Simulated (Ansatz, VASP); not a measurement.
**One calculation of AgPd4, two programs**

```xyz
5
Lattice="2.7155 0.0000 0.0000 0.0000 2.7155 0.0000 0.0000 0.0000 23.6805" Properties=species:S:1:pos:R:3 pbc="T T T"
Pd    0.0000    0.0000    8.0438
Pd    1.3577    1.3577    9.9290
Pd    1.3577    1.3577   13.7515
Pd    0.0000    0.0000   15.6367
Ag    0.0000    0.0000   11.8402
```

Alike in both runs: task single point; functional LDA; k mesh 13 × 13 × 1; occupations fermi-dirac, width 0.05 eV; no spin polarisation.

|  | VASP | Ansatz |
| --- | --- | --- |
| version | VASP 6.6.1 | Ansatz 0.2.0 |
| potentials or method | VASP PAW LDA potentials, release 64 (Pd, Ag) | PAW with Ansatz's default frozen-core files, scalar-relativistic |
| plane-wave cutoff (eV) | 400 | 420 |
| valence electrons in the cell | 51 | 91 |

|  | VASP | Ansatz | Ansatz less VASP |
| --- | --- | --- | --- |
| rms of the force components (eV/Å) | 0.214 | 0.212 | -0.0021 |

LDA's correlation is that of Perdew and Zunger in VASP and of Perdew and Wang (1992) in Ansatz. VASP's potentials hold 51 valence electrons a cell and Ansatz's 91, so a difference there can come from the potentials and not from the codes.
